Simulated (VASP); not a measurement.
Wanted: the native input for a VASP 6.6.1 run.

| Quantity | Value |
| --- | --- |
| Task | single point |
| Functional | PBE |
| Potentials or basis | VASP PAW PBE potentials, release 64 (Te) |
| Cutoff | 520 eV |
| k mesh | 12 × 12 × 6 |
| Occupations | gaussian, width 0.01 eV |
| Spin | no spin polarisation |
| Dipole correction | no |
| Further INCAR settings | ALGO = Normal; EDIFF = 1e-06; NBANDS = 16 |

The structure of Te lies in POSCAR:

```
Te
1.0
    4.5904470347      0.0000000000      0.0000000000
   -2.2952235174      3.9754437468      0.0000000000
    0.0000000000      0.0000000000      5.9018701797
Te
3
Direct
    0.7321941308      0.0000000000      0.3333333333
    0.0000000000      0.7321941308      0.6666666667
    0.2678058692      0.2678058692      0.0000000000
```

This cell differs from its parent crystal: biaxial strain in the a-b plane: +1.5 %.

These files were run (other wordings do the same):

INCAR

```
SYSTEM = Te
PREC     = Accurate       ! precision mode
ENCUT    = 520            ! plane-wave cutoff, eV
EDIFF    = 1E-6           ! SCF threshold, eV
ISMEAR   = 0              ! smearing method
SIGMA    = 0.01           ! smearing width, eV
LREAL    = .False.        ! projectors in reciprocal space
LASPH    = .True.         ! aspherical terms in the spheres
NELM     = 100            ! most SCF steps
ALGO     = Normal         ! electronic algorithm
ISIF     = 2              ! what is computed and relaxed
LWAVE    = .False.        ! write WAVECAR
LCHARG   = .False.        ! write CHGCAR
GGA      = PE             ! functional
NBANDS   = 16             ! bands
```

KPOINTS

```
regular mesh
0
Gamma
  12 12 6
  0 0 0
```

Potentials or basis: VASP PAW PBE potentials, release 64 (Te).

Command:

```console
$ cat potpaw_PBE.64/Te/POTCAR > POTCAR
$ mpirun -np 1 vasp_std > vasp.out
```

It gave:

- Pressure: -0.6 GPa
- Largest force: 0.083 eV/Å
- Band gap on the k mesh: 0.33 eV

Caveat: the cell differs from its parent crystal (biaxial strain in the a-b plane: +1.5 %); spin-orbit coupling is left out, which moves the levels of the heavy elements.

Run time: 59 s on 1 thread of Intel(R) Xeon(R) 6975P-C (Granite Rapids), with other jobs on the host, peak memory 0.3 GiB.
